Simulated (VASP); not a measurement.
# Cl (I4_1/amd) in VASP: single point with PBE

Aim: the single point of Cl with PBE.

All numbers are computed with VASP 6.6.1; they aren't measurements. Logs are shortened: lines on timing, memory, paths and dates and some standing lists are left out, and cuts for length are marked.

**1. The cell of the first run**

The structure is tetragonal, space group I4_1/amd (No. 141). The conventional cell has a = 4.355 Å, b = 4.355 Å, c = 2.113 Å, α = 90.00°, β = 90.00°, γ = 90.00°. Cl (site symmetry -4m2) has 10 Cl at 2.11 to 2.69 Å within 2.8 Å.

**2. Single point, PBE (10.02 Å³/atom)**

The input, POSCAR:

```
Cl
1.0
   -2.1775543366      2.1775543366      1.0562752933
    2.1775543366     -2.1775543366      1.0562752933
    2.1775543366      2.1775543366     -1.0562752933
Cl
2
Direct
   -0.3750000000     -0.1250000000     -0.2500000000
    0.3750000000      0.1250000000      0.2500000000
```

The input, INCAR.step1:

```
SYSTEM = Cl
PREC = Accurate
ENCUT = 520
EDIFF = 1E-6
ISMEAR = -1
SIGMA = 0.08
LREAL = .FALSE.
LASPH = .TRUE.
NELM = 100
ALGO = Normal
ISIF = 2
LWAVE = .FALSE.
LCHARG = .TRUE.
GGA = PE
NBANDS = 14
```

The input, KPOINTS.step1:

```
regular mesh
0
G
  16 16 16
  0 0 0
```

The input, INCAR.step2:

```
SYSTEM = Cl
PREC = Accurate
ENCUT = 520
EDIFF = 1E-6
ISMEAR = -5
SIGMA = 0.08
LREAL = .FALSE.
LASPH = .TRUE.
NELM = 100
ALGO = Normal
ISIF = 2
LWAVE = .FALSE.
LCHARG = .FALSE.
GGA = PE
LORBIT = 10
NEDOS = 1001
ICHARG = 11
```

The input, KPOINTS.step2:

```
regular mesh
0
G
  24 24 24
  0 0 0
```

Potentials or basis: VASP PAW PBE potentials, release 64 (Cl).

The run is started by

```
$ cat potpaw_PBE.64/Cl/POTCAR > POTCAR
$ cp INCAR.step1 INCAR
$ cp KPOINTS.step1 KPOINTS
$ mpirun -np 1 vasp_std > vasp.out
$ cp INCAR.step2 INCAR
$ cp KPOINTS.step2 KPOINTS
$ mpirun -np 1 vasp_std > vasp.out
```

OUTCAR:

```text
SYSTEM = Cl
   PREC = Accurate
   ENCUT = 520
   EDIFF = 1E-6
   ISMEAR = -5
   LREAL = .FALSE.
   LASPH = .TRUE.
   NELM = 100
   ISIF = 2
   GGA = PE
   LORBIT = 10
   ICHARG = 11

 ion  position               nearest neighbor table
   1  0.625  0.875  0.750-   2 2.24   2 2.24   2 2.24   2 2.24
   2  0.375  0.125  0.250-   1 2.24   1 2.24   1 2.24   1 2.24

  LATTYP: Found a body centered tetragonal cell.
 ALAT       =     4.3551086732
 C/A-ratio  =     0.4850741382

  Lattice vectors:

 A1 = (  -2.1775543366,   2.1775543366,   1.0562752933)
 A2 = (   2.1775543366,  -2.1775543366,   1.0562752933)
 A3 = (   2.1775543366,   2.1775543366,  -1.0562752933)

Analysis of symmetry for initial positions (statically):
=====================================================================
 Subroutine PRICEL returns:
 Original cell was already a primitive cell.

 Routine SETGRP: Setting up the symmetry group for a
 body centered tetragonal supercell.

 Subroutine GETGRP returns: Found 16 space group operations
 (whereof  4 operations were pure point group operations)
 out of a pool of 16 trial point group operations.

The static configuration has the point symmetry C_2h.
 The point group associated with its full space group is D_4h.

Analysis of symmetry for dynamics (positions and initial velocities):
=====================================================================
 Subroutine PRICEL returns:
 Original cell was already a primitive cell.

 Routine SETGRP: Setting up the symmetry group for a
 body centered tetragonal supercell.

 Subroutine GETGRP returns: Found 16 space group operations
 (whereof  4 operations were pure point group operations)
 out of a pool of 16 trial point group operations.

The dynamic configuration has the point symmetry C_2h.
 The point group associated with its full space group is D_4h.

 Subroutine INISYM returns: Found 16 space group operations
 (whereof  4 operations are pure point group operations),
 and found     1 'primitive' translations

----------------------------------------------------------------------------------------

                                     Primitive cell

  volume of cell :      20.0343

  direct lattice vectors                    reciprocal lattice vectors
    -2.177554337  2.177554337  1.056275293     0.000000000  0.229615395  0.473361446
     2.177554337 -2.177554337  1.056275293     0.229615395  0.000000000  0.473361446
     2.177554337  2.177554337 -1.056275293     0.229615395  0.229615395  0.000000000

  length of vectors
     3.255641761  3.255641761  3.255641761     0.526112429  0.526112429  0.324725206

  position of ions in fractional coordinates (direct lattice)
     0.625000000  0.875000000  0.750000000
     0.375000000  0.125000000  0.250000000

  ion indices of the primitive-cell ions
   primitive index   ion index
                 1           1
                 2           2

----------------------------------------------------------------------------------------

 KPOINTS: regular mesh

Automatic generation of k-mesh.
 Grid dimensions read from file:
 generate k-points for:   24   24   24

 Generating k-lattice:

  Cartesian coordinates                     Fractional coordinates (reciprocal lattice)
     0.000000000  0.009567308  0.019723394     0.041666667  0.000000000 -0.000000000
     0.009567308  0.000000000  0.019723394     0.000000000  0.041666667 -0.000000000
     0.009567308  0.009567308  0.000000000     0.000000000  0.000000000  0.041666667

  Length of vectors
     0.021921351  0.021921351  0.013530217

  Shift w.r.t. Gamma in fractional coordinates (k-lattice)
     0.000000000  0.000000000  0.000000000

 TETIRR: Found  33868 inequivalent tetrahedra from    82944

 Subroutine IBZKPT returns following result:
 ===========================================

 Found   1063 irreducible k-points:

 Following reciprocal coordinates:
            Coordinates               Weight
  0.000000  0.000000  0.000000      1.000000
  0.041667  0.000000 -0.000000      8.000000
  0.083333  0.000000 -0.000000      8.000000
  0.125000 -0.000000  0.000000      8.000000
  0.166667 -0.000000  0.000000      8.000000
  0.208333  0.000000  0.000000      8.000000
[... 16 lines left out ...]
  0.416667  0.041667  0.000000     16.000000
  0.458333  0.041667  0.000000     16.000000
 [... further k-points ...]
   k-points           NKPTS =   1063   k-points in BZ     NKDIM =   1063   number of bands    NBANDS=     11
   number of dos      NEDOS =   1001   number of ions     NIONS =      2
   total plane-waves  NPLWV =  13824
   dimension x,y,z NGX =    24 NGY =   24 NGZ =   24
   dimension x,y,z NGXF=    48 NGYF=   48 NGZF=   48
   ions per type =               2
   NGX,Y,Z   is equivalent  to a cutoff of  12.26, 12.26, 12.26 a.u.
   NGXF,Y,Z  is equivalent  to a cutoff of  24.51, 24.51, 24.51 a.u.
 SYSTEM =  Cl
   PREC   = accura    normal or accurate (medium, high low for compatibility)
   ISTART =      0    job   : 0-new  1-cont  2-samecut
   ICHARG =     11    charge: 1-file 2-atom 10-const
   ISPIN  =      1    spin polarized calculation?
   LNONCOLLINEAR =      F non collinear calculations
   LSORBIT =      F    spin-orbit coupling
   LASPH  =      T    aspherical Exc in radial PAW
   ENCUT  =  520.0 eV  38.22 Ry    6.18 a.u.   6.05  6.05  6.05*2*pi/ulx,y,z
   NELM   =    100;   NELMIN=  2; NELMDL=  0     # of ELM steps
   EDIFF  = 0.1E-05   stopping-criterion for ELM
   LREAL  =      F    real-space projection
   EDIFFG = 0.1E-04   stopping-criterion for IOM
   NSW    =      0    number of steps for IOM
   IBRION =     -1    ionic relax: 0-MD 1-quasi-New 2-CG
   NFREE  =      0    steps in history (QN), initial steepest desc. (CG)
   ISIF   =      2    stress and relaxation
   ISYM   =      2    0-nonsym 1-usesym 2-fastsym
   POTIM  = 0.5000    time-step for ionic-motion
   TEBEG  =    0.0;   TEEND  =   0.0 temperature during run
   PSTRESS=    0.0 pullay stress
   NELECT =      14.0000    total number of electrons
   NUPDOWN=      -1.0000    fix difference up-down
   EMIN   =  10.00;   EMAX   =-10.00  energy-range for DOS
   EFERMI =   0.00;   METHOD = LEGACY
   ISMEAR =    -5;   SIGMA  =   0.08  broadening in eV -4-tet -1-fermi 0-gaus
   EFERMI_NEDOS =   21; number of points for ismear=-14 and -15
   IALGO  =     38    algorithm
   IMIX   =      4    mixing-type and parameters
     AMIX     =   0.40;   BMIX     =  1.00
     AMIX_MAG =   1.60;   BMIX_MAG =  1.00
  volume/ion in A,a.u.               =      10.02        67.60
  Fermi-wavevector in a.u.,A,eV,Ry     =   1.452755  2.745309 28.715068  2.110498
  Thomas-Fermi vector in A             =   2.570101
   LORBIT       =     10    0 simple, 1 ext, 2 COOP (PROOUT), +10 PAW based schemes
   GGA     = PE    functional components
   LHFCALC =     F    Hartree Fock is set to
   AEXX    =    0.0000 exact exchange contribution
   IVDW    =     0    specifies the selected vdW correction
   LEPSILON=     F    determine dielectric tensor
   LRPA    =     F    only Hartree local field effects (RPA)
 non-spin polarized calculation
 Fermi weights with tetrahedron method with Bloechl corrections
  energy-cutoff  :      520.00
  volume of cell :       20.03
 maximum number of plane-waves:       560

 number of electron      14.0000006 magnetization

 Free energy of the ion-electron system (eV)
  ---------------------------------------------------
  ext. energy  EPLUGINS =         0.00000000
  ---------------------------------------------------
  free energy    TOTEN  =         4.63672557 eV

  energy without entropy =        4.63672557  energy(sigma->0) =        4.63672557

 E-fermi :  15.1707     XC(G=0): -13.4090

 val. band max:       15.2743044463   @ k =  -0.4167  -0.4167   0.2083
 cond. band min:      15.0721076762   @ k =  -0.3750   0.5000   0.1667
 fundamental gap:     -0.2021967701
 Fermi energy:        15.1707162047

 k-point     1 :       0.0000    0.0000    0.0000
  band No.  band energies     occupation
      1     -10.0743      2.00000
      2      -1.1324      2.00000
      3       4.5015      2.00000
      4       4.5015      2.00000
      5      14.7884      2.00000
      6      15.0010      2.00000
      7      15.0010      2.00000
      8      18.8122      0.00000
      9      19.1481      0.00000
     10      22.1529      0.00000
     11      23.3546      0.00000

 k-point     2 :       0.0417    0.0000   -0.0000
  band No.  band energies     occupation
      1     -10.0105      2.00000
      2      -1.1283      2.00000
      3       4.5209      2.00000
      4       4.6119      2.00000
      5      14.8833      2.00000
      6      14.8929      2.00000
      7      15.0308      2.02039
      8      18.3890      0.00000
      9      18.5739      0.00000
     10      22.2169      0.00000
     11      23.7941      0.00000

 k-point     3 :       0.0833    0.0000   -0.0000
  band No.  band energies     occupation
      1      -9.8192      2.00000
      2      -1.1099      2.00000
      3       4.5805      2.00000
      4       4.9356      2.00000
      5      14.5554      2.00000
      6      15.1040      2.00221
      7      15.2152      0.35692
      8      17.2148      0.00000
      9      17.3475      0.00000
     10      22.4776      0.00000
     11      24.7154      0.00000
[... 267 lines left out ...]
 k-point    23 :       0.4167    0.0417    0.0000
  band No.  band energies     occupation
      1      -3.1389      2.00000
      2       0.5002      2.00000
      3       3.3362      2.00000
      4       4.6586      2.00000
      5       7.1919      2.00000
      6      11.5433      2.00000
      7      13.0450      2.00000
      8      13.4989      2.00000
      9      19.8909      0.00000
     10      22.0963      0.00000
     11      24.1287      0.00000

 k-point    24 :       0.4583    0.0417    0.0000
  band No.  band energies     occupation
      1      -2.4317      2.00000
      2      -0.1042      2.00000
      3       3.2553      2.00000
      4       4.3652      2.00000
      5       7.2241      2.00000
      6      11.6431      2.00000
      7      12.9237      2.00000
      8      13.6561      2.00000
      9      20.2665      0.00000
     10      22.2936      0.00000
     11      23.1869      0.00000

 [... further k-points ...]

------------------------ aborting loop because EDIFF is reached ----------------------------------------

  FORCE on cell =-STRESS in cart. coord.  units (eV):
  Direction    XX          YY          ZZ          XY          YZ          ZX
  --------------------------------------------------------------------------------------
  -------------------------------------------------------------------------------------
  Total       21.1246131     21.1246131     21.0121317      0.0000000      0.0000000      0.0000000
  in kB     1689.3678758   1689.3678758   1680.3725678      0.0000000      0.0000000      0.0000000
  external PRESSURE =    1686.3694398 kB  Pullay stress =       0.0000000 kB

 VOLUME and BASIS-vectors are now :
 -----------------------------------------------------------------------------
  energy-cutoff  :      520.00
  volume of cell :       20.03
      direct lattice vectors                 reciprocal lattice vectors
    -2.177554337  2.177554337  1.056275293     0.000000000  0.229615395  0.473361446
     2.177554337 -2.177554337  1.056275293     0.229615395  0.000000000  0.473361446
     2.177554337  2.177554337 -1.056275293     0.229615395  0.229615395  0.000000000

 POSITION                                       TOTAL-FORCE (eV/Angst)
 -----------------------------------------------------------------------------------
      2.17755      1.08878      0.79221         0.000000     -0.000000      0.000000
      0.00000      1.08878      0.26407        -0.000000      0.000000     -0.000000
 -----------------------------------------------------------------------------------
    total drift:                               -0.000000      0.000000      0.000000

  FREE ENERGIE OF THE ION-ELECTRON SYSTEM (eV)
  ---------------------------------------------------
  free  energy   TOTEN  =         4.6367255714 eV

  energy  without entropy=        4.6367255714  energy(sigma->0) =        4.63672557

 total charge

# of ion       s       p       d       tot
------------------------------------------
    1        1.705   3.419   0.000   5.124
    2        1.705   3.419   0.000   5.124
--------------------------------------------------
tot          3.410   6.838   0.000  10.248
```

Wall time 1.9 min (1 thread of AMD EPYC 9R45 (Zen 5), shared host); peak memory 0.32 GiB.

Results:

* Valence electrons inside the program's atomic spheres: Cl 5.12

Levels at points of the mesh, in eV from the Fermi level:
| k point | band 3 | band 4 | band 5 | band 6 | band 7 | band 8 | band 9 | band 10 | band 11 |
| --- | --- | --- | --- | --- | --- | --- | --- | --- | --- |
| (0.00, 0.00, 0.00) | -10.67 | -10.67 | -0.38 | -0.17 | -0.17 | 3.64 | 3.98 | 6.98 | 8.18 |
| (0.50, 0.00, 0.00) | -11.83 | -10.83 | -8.02 | -3.35 | -2.30 | -1.66 | 5.18 | 7.19 | 7.89 |
| (0.50, 0.50, 0.00) | -7.39 | -7.39 | -6.32 | -6.32 | 3.78 | 3.78 | 10.25 | 10.25 | 10.92 |
| (0.50, 0.50, 0.50) | -14.17 | -14.17 | 2.25 | 2.25 | 2.91 | 2.91 | 10.52 | 10.52 | 15.29 |
